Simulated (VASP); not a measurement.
# TaN in VASP: further runs

Runs on TaN. Level: PBE. Tasks: single point.

Program: VASP 6.6.1. These are calculated values, not measurements. Logs are shortened: lines on timing, memory, paths and dates and some standing lists are left out, and cuts for length are marked.

## (1) The cell of the first run

The structure is hexagonal, space group P-6m2 (No. 187). Conventional cell: a = 2.996 Å, b = 2.996 Å, c = 2.940 Å, α = 90.00°, β = 90.00°, γ = 120.00°. Ta (site symmetry -6m2) has 6 N at 2.27 Å and 8 Ta at 2.94 to 3.00 Å within 3.0 Å. N (site symmetry -6m2) has 6 Ta at 2.27 Å and 8 N at 2.94 to 3.00 Å within 3.0 Å.

## (2) Single point, PBE (volume scaled by 1.06)

INCAR

```
  PREC = Accurate
  ENCUT = 520
  EDIFF = 1E-6
  ISMEAR = -1
  SIGMA = 0.02
  LREAL = False
  LASPH = True
  NELM = 80
  ALGO = Normal
  ISIF = 2
  LWAVE = False
  LCHARG = False
  GGA = PE
  NBANDS = 15
```

KPOINTS

```
Automatic mesh
0
Gamma
  12 12 10
```

POSCAR

```
TaN
1.0
    2.9956213083      0.0000000000      0.0000000000
   -1.4978106541      2.5942841531      0.0000000000
    0.0000000000      0.0000000000      2.9395437670
Ta N
1 1
Direct
    0.3333333333      0.6666666667      0.5000000000
    0.0000000000      0.0000000000      0.0000000000
```

Potentials or basis: VASP PAW PBE potentials, release 64 (Ta_pv, N).

Command:

```bash
cat potpaw_PBE.64/Ta_pv/POTCAR potpaw_PBE.64/N/POTCAR > POTCAR
mpirun -np 1 vasp_std > vasp.out
```

OUTCAR:

```text
PREC = Accurate
   ENCUT = 520
   EDIFF = 1E-6
   ISMEAR = -1
   LREAL = False
   LASPH = True
   NELM = 80
   ISIF = 2
   GGA = PE

 ion  position               nearest neighbor table
   1  0.333  0.667  0.500-   2 2.27   2 2.27   2 2.27   2 2.27   2 2.27   2 2.27
   2  0.000  0.000  0.000-   1 2.27   1 2.27   1 2.27   1 2.27   1 2.27   1 2.27

  LATTYP: Found a hexagonal cell.
 ALAT       =     2.9956213083
 C/A-ratio  =     0.9812801634

  Lattice vectors:

 A1 = (   2.9956213083,   0.0000000000,   0.0000000000)
 A2 = (  -1.4978106541,   2.5942841531,   0.0000000000)
 A3 = (   0.0000000000,   0.0000000000,   2.9395437670)

Analysis of symmetry for initial positions (statically):
=====================================================================
 Subroutine PRICEL returns:
 Original cell was already a primitive cell.

 Routine SETGRP: Setting up the symmetry group for a
 hexagonal supercell.

 Subroutine GETGRP returns: Found 12 space group operations
 (whereof 12 operations were pure point group operations)
 out of a pool of 24 trial point group operations.

The static configuration has the point symmetry D_3h.

Analysis of symmetry for dynamics (positions and initial velocities):
=====================================================================
 Subroutine PRICEL returns:
 Original cell was already a primitive cell.

 Routine SETGRP: Setting up the symmetry group for a
 hexagonal supercell.

 Subroutine GETGRP returns: Found 12 space group operations
 (whereof 12 operations were pure point group operations)
 out of a pool of 24 trial point group operations.

The dynamic configuration has the point symmetry D_3h.

 Subroutine INISYM returns: Found 12 space group operations
 (whereof 12 operations are pure point group operations),
 and found     1 'primitive' translations

----------------------------------------------------------------------------------------

                                     Primitive cell

  volume of cell :      22.8446

  direct lattice vectors                    reciprocal lattice vectors
     2.995621308  0.000000000  0.000000000     0.333820566  0.192731394  0.000000000
    -1.497810654  2.594284153  0.000000000     0.000000000  0.385462787  0.000000000
     0.000000000  0.000000000  2.939543767     0.000000000  0.000000000  0.340188845

  length of vectors
     2.995621308  2.995621308  2.939543767     0.385462787  0.385462787  0.340188845

[... 89 lines left out ...]
   TEBEG  =    0.0;   TEEND  =   0.0 temperature during run
   PSTRESS=    0.0 pullay stress
   NELECT =      16.0000    total number of electrons
   NUPDOWN=      -1.0000    fix difference up-down
   EMIN   =  10.00;   EMAX   =-10.00  energy-range for DOS
   EFERMI =   0.00;   METHOD = LEGACY
   ISMEAR =    -1;   SIGMA  =   0.02  broadening in eV -4-tet -1-fermi 0-gaus
   EFERMI_NEDOS =   21; number of points for ismear=-14 and -15
   IALGO  =     38    algorithm
   IMIX   =      4    mixing-type and parameters
     AMIX     =   0.40;   BMIX     =  1.00
     AMIX_MAG =   1.60;   BMIX_MAG =  1.00
  volume/ion in A,a.u.               =      11.42        77.08
  Fermi-wavevector in a.u.,A,eV,Ry     =   1.453851  2.747381 28.758417  2.113684
  Thomas-Fermi vector in A             =   2.571070
   LORBIT       =      0    0 simple, 1 ext, 2 COOP (PROOUT), +10 PAW based schemes
   GGA     = PE    functional components
   LHFCALC =     F    Hartree Fock is set to
   AEXX    =    0.0000 exact exchange contribution
   IVDW    =     0    specifies the selected vdW correction
   LEPSILON=     F    determine dielectric tensor
   LRPA    =     F    only Hartree local field effects (RPA)
 non-spin polarized calculation
  energy-cutoff  :      520.00
  volume of cell :       22.84
 maximum number of plane-waves:       634
 NGX is ok and might be reduce to    24
   NGX = 11   NGY = 11   NGZ = 11

 number of electron      16.0000000 magnetization

 Free energy of the ion-electron system (eV)
  ---------------------------------------------------
  ext. energy  EPLUGINS =         0.00000000
  ---------------------------------------------------
  free energy    TOTEN  =       -22.40599399 eV

  energy without entropy =      -22.40590068  energy(sigma->0) =      -22.40594734

 E-fermi :   7.7520     XC(G=0): -13.0282

 val. band max:        7.6624544061   @ k =   0.0000   0.0000   0.4000
 cond. band min:       7.7699091168   @ k =   0.3333   0.3333   0.0000
 fundamental gap:      0.1074547107
 Fermi energy:         7.7519916758

 k-point     1 :       0.0000    0.0000    0.0000
  band No.  band energies     occupation
      1     -27.3661      2.00000
      2     -27.1274      2.00000
      3     -27.1274      2.00000
      4      -9.6860      2.00000
      5       3.3424      2.00000
      6       3.3424      2.00000
      7       3.7035      2.00000
      8       4.8052      2.00000
      9       9.4337      0.00000
     10      10.9754      0.00000
     11      10.9754      0.00000
     12      11.3307      0.00000
     13      11.3307      0.00000
     14      20.3745      0.00000
[... 401 lines left out ...]
      2     -27.3490      2.00000
      3     -27.2638      2.00000
      4      -8.1176      2.00000
      5       0.4370      2.00000
      6       2.8696      2.00000
      7       4.1495      2.00000
      8       5.1044      2.00000
      9      10.1021      0.00000
     10      10.4175      0.00000
     11      11.8249      0.00000
     12      12.2829      0.00000
     13      14.1582      0.00000
     14      20.2113      0.00000
     15      20.8141      0.00000

 [... further k-points ...]

------------------------ aborting loop because EDIFF is reached ----------------------------------------

  FORCE on cell =-STRESS in cart. coord.  units (eV):
  Direction    XX          YY          ZZ          XY          YZ          ZX
  --------------------------------------------------------------------------------------
  -------------------------------------------------------------------------------------
  Total       -1.8434364     -1.8434364     -1.9731816     -0.0000000     -0.0000000      0.0000000
  in kB     -129.2868516   -129.2868516   -138.3863513     -0.0000000     -0.0000000      0.0000000
  external PRESSURE =    -132.3200182 kB  Pullay stress =       0.0000000 kB

 VOLUME and BASIS-vectors are now :
 -----------------------------------------------------------------------------
  energy-cutoff  :      520.00
  volume of cell :       22.84
      direct lattice vectors                 reciprocal lattice vectors
     2.995621308  0.000000000  0.000000000     0.333820566  0.192731394  0.000000000
    -1.497810654  2.594284153  0.000000000     0.000000000  0.385462787  0.000000000
     0.000000000  0.000000000  2.939543767     0.000000000  0.000000000  0.340188845

 POSITION                                       TOTAL-FORCE (eV/Angst)
 -----------------------------------------------------------------------------------
     -0.00000      1.72952      1.46977        -0.000000      0.000000      0.000000
      0.00000      0.00000      0.00000         0.000000     -0.000000      0.000000
 -----------------------------------------------------------------------------------
    total drift:                                0.000000     -0.000000     -0.000000

  FREE ENERGIE OF THE ION-ELECTRON SYSTEM (eV)
  ---------------------------------------------------
  free  energy   TOTEN  =       -22.4059939891 eV

  energy  without entropy=      -22.4059006846  energy(sigma->0) =      -22.40594734
```

OSZICAR:

```text
N       E                     dE             d eps       ncg     rms          rms(c)
DAV:   1     0.899815604780E+02    0.89982E+02   -0.87977E+03  3420   0.112E+03
DAV:   2    -0.220981950622E+02   -0.11208E+03   -0.10505E+03  4218   0.301E+02
DAV:   3    -0.250009358117E+02   -0.29027E+01   -0.28895E+01  3931   0.451E+01
DAV:   4    -0.250134468076E+02   -0.12511E-01   -0.12508E-01  4407   0.322E+00
DAV:   5    -0.250135323788E+02   -0.85571E-04   -0.85570E-04  4001   0.248E-01    0.209E+01
DAV:   6    -0.225342129510E+02    0.24793E+01   -0.41536E+00  4442   0.238E+01    0.863E+00
DAV:   7    -0.224371107913E+02    0.97102E-01   -0.53963E-01  4071   0.633E+00    0.623E+00
DAV:   8    -0.224144822032E+02    0.22629E-01   -0.20428E-01  4141   0.381E+00    0.154E+00
DAV:   9    -0.224059972495E+02    0.84850E-02   -0.19464E-02  3861   0.115E+00    0.207E-01
DAV:  10    -0.224060446275E+02   -0.47378E-04   -0.11385E-03  4246   0.370E-01    0.996E-02
DAV:  11    -0.224059948219E+02    0.49806E-04   -0.61361E-05  4022   0.808E-02    0.176E-02
DAV:  12    -0.224059939891E+02    0.83283E-06   -0.82724E-06  4036   0.253E-02
   1 F= -.22405994E+02 E0= -.22405947E+02  d E =-.933044E-04
```

Wall time 18 s (1 thread of Intel Xeon Platinum 8259CL at 2.50GHz (Skylake/Cascade Lake), shared host); peak memory 0.17 GiB.

Results:

```yaml
Free_energy: -22.4060 eV
Pressure: -13.2 GPa
Band_gap_on_the_k_mesh: zero (band 8 reaches 8.05 eV, above the bottom of band 9 at 7.58 eV)
```

Caveat: spin-orbit coupling is left out, which moves the levels of the heavy elements.

## (3) Single point, PBE (zz strain of +2 %)

INCAR

```
PREC = Accurate ; ENCUT = 520
EDIFF = 1E-6 ; ISMEAR = -1
SIGMA = 0.02 ; LREAL = F
LASPH = T ; NELM = 60
ALGO = Normal ; ISIF = 2
LWAVE = F ; LCHARG = F
GGA = PE ; NBANDS = 15
```

KPOINTS is that of step 2.

POSCAR

```
TaN
1.0
    2.9379988584      0.0000000000      0.0000000000
   -1.4689994292      2.5443816477      0.0000000000
    0.0000000000      0.0000000000      2.9406600000
Ta N
1 1
Direct
    0.3333333333      0.6666666667      0.5000000000
    0.0000000000      0.0000000000      0.0000000000
```

Potentials or basis: VASP PAW PBE potentials, release 64 (Ta_pv, N).

Command:

```bash
cat potpaw_PBE.64/Ta_pv/POTCAR potpaw_PBE.64/N/POTCAR > POTCAR
mpirun -np 1 vasp_std > vasp.out
```

OUTCAR:

```text
PREC = Accurate
   ENCUT = 520
   EDIFF = 1E-6
   ISMEAR = -1
   LREAL = F
   LASPH = T
   NELM = 60
   ISIF = 2
   GGA = PE

 ion  position               nearest neighbor table
   1  0.333  0.667  0.500-   2 2.24   2 2.24   2 2.24   2 2.24   2 2.24   2 2.24
   2  0.000  0.000  0.000-   1 2.24   1 2.24   1 2.24   1 2.24   1 2.24   1 2.24

  LATTYP: Found a hexagonal cell.
 ALAT       =     2.9379988584
 C/A-ratio  =     1.0009057667

  Lattice vectors:

 A1 = (   2.9379988584,   0.0000000000,   0.0000000000)
 A2 = (  -1.4689994292,   2.5443816477,   0.0000000000)
 A3 = (   0.0000000000,   0.0000000000,   2.9406600000)

Analysis of symmetry for initial positions (statically):
=====================================================================
 Subroutine PRICEL returns:
 Original cell was already a primitive cell.

 Routine SETGRP: Setting up the symmetry group for a
 hexagonal supercell.

 Subroutine GETGRP returns: Found 12 space group operations
 (whereof 12 operations were pure point group operations)
 out of a pool of 24 trial point group operations.

The static configuration has the point symmetry D_3h.

Analysis of symmetry for dynamics (positions and initial velocities):
=====================================================================
 Subroutine PRICEL returns:
 Original cell was already a primitive cell.

 Routine SETGRP: Setting up the symmetry group for a
 hexagonal supercell.

 Subroutine GETGRP returns: Found 12 space group operations
 (whereof 12 operations were pure point group operations)
 out of a pool of 24 trial point group operations.

The dynamic configuration has the point symmetry D_3h.

 Subroutine INISYM returns: Found 12 space group operations
 (whereof 12 operations are pure point group operations),
 and found     1 'primitive' translations

----------------------------------------------------------------------------------------

                                     Primitive cell

  volume of cell :      21.9826

  direct lattice vectors                    reciprocal lattice vectors
     2.937998858  0.000000000  0.000000000     0.340367729  0.196511400  0.000000000
    -1.468999429  2.544381648  0.000000000     0.000000000  0.393022800  0.000000000
     0.000000000  0.000000000  2.940660000     0.000000000  0.000000000  0.340059714

  length of vectors
     2.937998858  2.937998858  2.940660000     0.393022800  0.393022800  0.340059714

  position of ions in fractional coordinates (direct lattice)
     0.333333333  0.666666667  0.500000000
     0.000000000  0.000000000  0.000000000

  ion indices of the primitive-cell ions
   primitive index   ion index
                 1           1
                 2           2

----------------------------------------------------------------------------------------

 KPOINTS: Automatic mesh

Automatic generation of k-mesh.
 Grid dimensions read from file:
 generate k-points for:   12   12   10

 Generating k-lattice:

  Cartesian coordinates                     Fractional coordinates (reciprocal lattice)
     0.028363977  0.016375950  0.000000000     0.083333333  0.000000000  0.000000000
     0.000000000  0.032751900  0.000000000     0.000000000  0.083333333  0.000000000
     0.000000000  0.000000000  0.034005971     0.000000000  0.000000000  0.100000000

  Length of vectors
[... 38 lines left out ...]
   number of dos      NEDOS =    301   number of ions     NIONS =      2
   total plane-waves  NPLWV =  13824
   dimension x,y,z NGX =    24 NGY =   24 NGZ =   24
   dimension x,y,z NGXF=    48 NGYF=   48 NGZF=   48
   ions per type =               1   1
   NGX,Y,Z   is equivalent  to a cutoff of  13.58, 13.58, 13.57 a.u.
   NGXF,Y,Z  is equivalent  to a cutoff of  27.16, 27.16, 27.14 a.u.
 SYSTEM =  unknown system
   PREC   = accura    normal or accurate (medium, high low for compatibility)
   ISTART =      0    job   : 0-new  1-cont  2-samecut
   ICHARG =      2    charge: 1-file 2-atom 10-const
   ISPIN  =      1    spin polarized calculation?
   LNONCOLLINEAR =      F non collinear calculations
   LSORBIT =      F    spin-orbit coupling
   LASPH  =      T    aspherical Exc in radial PAW
   ENCUT  =  520.0 eV  38.22 Ry    6.18 a.u.   5.46  5.46  5.47*2*pi/ulx,y,z
   NELM   =     60;   NELMIN=  2; NELMDL= -5     # of ELM steps
   EDIFF  = 0.1E-05   stopping-criterion for ELM
   LREAL  =      F    real-space projection
   EDIFFG = 0.1E-04   stopping-criterion for IOM
   NSW    =      0    number of steps for IOM
   IBRION =     -1    ionic relax: 0-MD 1-quasi-New 2-CG
   NFREE  =      0    steps in history (QN), initial steepest desc. (CG)
   ISIF   =      2    stress and relaxation
   ISYM   =      2    0-nonsym 1-usesym 2-fastsym
   POTIM  = 0.5000    time-step for ionic-motion
   TEBEG  =    0.0;   TEEND  =   0.0 temperature during run
   PSTRESS=    0.0 pullay stress
   NELECT =      16.0000    total number of electrons
   NUPDOWN=      -1.0000    fix difference up-down
   EMIN   =  10.00;   EMAX   =-10.00  energy-range for DOS
   EFERMI =   0.00;   METHOD = LEGACY
   ISMEAR =    -1;   SIGMA  =   0.02  broadening in eV -4-tet -1-fermi 0-gaus
   EFERMI_NEDOS =   21; number of points for ismear=-14 and -15
   IALGO  =     38    algorithm
   IMIX   =      4    mixing-type and parameters
     AMIX     =   0.40;   BMIX     =  1.00
     AMIX_MAG =   1.60;   BMIX_MAG =  1.00
  volume/ion in A,a.u.               =      10.99        74.17
  Fermi-wavevector in a.u.,A,eV,Ry     =   1.472613  2.782835 29.505440  2.168589
  Thomas-Fermi vector in A             =   2.587606
   LORBIT       =      0    0 simple, 1 ext, 2 COOP (PROOUT), +10 PAW based schemes
   GGA     = PE    functional components
   LHFCALC =     F    Hartree Fock is set to
   AEXX    =    0.0000 exact exchange contribution
   IVDW    =     0    specifies the selected vdW correction
   LEPSILON=     F    determine dielectric tensor
   LRPA    =     F    only Hartree local field effects (RPA)
 non-spin polarized calculation
  energy-cutoff  :      520.00
  volume of cell :       21.98
 maximum number of plane-waves:       617
 NGX is ok and might be reduce to    24
   NGX = 11   NGY = 11   NGZ = 11

 number of electron      16.0000003 magnetization

 Free energy of the ion-electron system (eV)
  ---------------------------------------------------
  ext. energy  EPLUGINS =         0.00000000
  ---------------------------------------------------
  free energy    TOTEN  =       -22.43582145 eV

  energy without entropy =      -22.43572592  energy(sigma->0) =      -22.43577369

 E-fermi :   8.1457     XC(G=0): -13.2401

 val. band max:        8.0454231757   @ k =   0.0000   0.0000   0.4000
 cond. band min:       8.1813356941   @ k =   0.0833  -0.0000   0.5000
 fundamental gap:      0.1359125184
 Fermi energy:         8.1456763341

 k-point     1 :       0.0000    0.0000    0.0000
  band No.  band energies     occupation
      1     -26.9150      2.00000
      2     -26.5902      2.00000
      3     -26.5902      2.00000
      4      -9.5616      2.00000
      5       3.7219      2.00000
      6       3.7219      2.00000
      7       3.8626      2.00000
      8       5.0255      2.00000
      9      10.2713      0.00000
     10      11.4264      0.00000
     11      11.4264      0.00000
     12      11.8983      0.00000
     13      11.8983      0.00000
     14      20.9861      0.00000
[... 401 lines left out ...]
      2     -26.8778      2.00000
      3     -26.7555      2.00000
      4      -7.8627      2.00000
      5       0.6564      2.00000
      6       2.9982      2.00000
      7       4.5592      2.00000
      8       5.3720      2.00000
      9      10.5955      0.00000
     10      10.9525      0.00000
     11      12.4196      0.00000
     12      12.9023      0.00000
     13      14.9315      0.00000
     14      21.0666      0.00000
     15      21.3447      0.00000

 [... further k-points ...]

------------------------ aborting loop because EDIFF is reached ----------------------------------------

  FORCE on cell =-STRESS in cart. coord.  units (eV):
  Direction    XX          YY          ZZ          XY          YZ          ZX
  --------------------------------------------------------------------------------------
  -------------------------------------------------------------------------------------
  Total        0.2756641      0.2756641     -1.3323118      0.0000000      0.0000000      0.0000000
  in kB       20.0914846     20.0914846    -97.1041426      0.0000000      0.0000000      0.0000000
  external PRESSURE =     -18.9737244 kB  Pullay stress =       0.0000000 kB

 VOLUME and BASIS-vectors are now :
 -----------------------------------------------------------------------------
  energy-cutoff  :      520.00
  volume of cell :       21.98
      direct lattice vectors                 reciprocal lattice vectors
     2.937998858  0.000000000  0.000000000     0.340367729  0.196511400  0.000000000
    -1.468999429  2.544381648  0.000000000     0.000000000  0.393022800  0.000000000
     0.000000000  0.000000000  2.940660000     0.000000000  0.000000000  0.340059714

 POSITION                                       TOTAL-FORCE (eV/Angst)
 -----------------------------------------------------------------------------------
     -0.00000      1.69625      1.47033        -0.000000     -0.000000      0.000000
      0.00000      0.00000      0.00000         0.000000      0.000000      0.000000
 -----------------------------------------------------------------------------------
    total drift:                                0.000000     -0.000000     -0.000000

  FREE ENERGIE OF THE ION-ELECTRON SYSTEM (eV)
  ---------------------------------------------------
  free  energy   TOTEN  =       -22.4358214451 eV

  energy  without entropy=      -22.4357259250  energy(sigma->0) =      -22.43577369
```

stdout:

```text
POSCAR found type information on POSCAR TaN
 POSCAR found :  2 types and       2 ions
 scaLAPACK will be used
 LDA part: xc-table for (Slater+PW92), standard interpolation
 POSCAR, INCAR and KPOINTS ok, starting setup
 FFT: planning ... GRIDC
 FFT: planning ... GRID_SOFT
 FFT: planning ... GRID
 WAVECAR not read
 entering main loop
```

Run time: 40 s. Hardware: 1 thread of Intel Xeon Platinum 8259CL at 2.50GHz (Skylake/Cascade Lake), shared host; peak memory 0.16 GiB.

Results:

| Quantity | Value |
| --- | --- |
| Free energy | -22.4358 eV |
| Pressure | -1.9 GPa |
| Band gap on the k mesh | zero (band 8 reaches 8.30 eV, above the bottom of band 9 at 7.94 eV) |

Caveat: the cell differs from its parent crystal (zz strain of +2 %); spin-orbit coupling is left out, which moves the levels of the heavy elements.

[end of part 1 of 2]
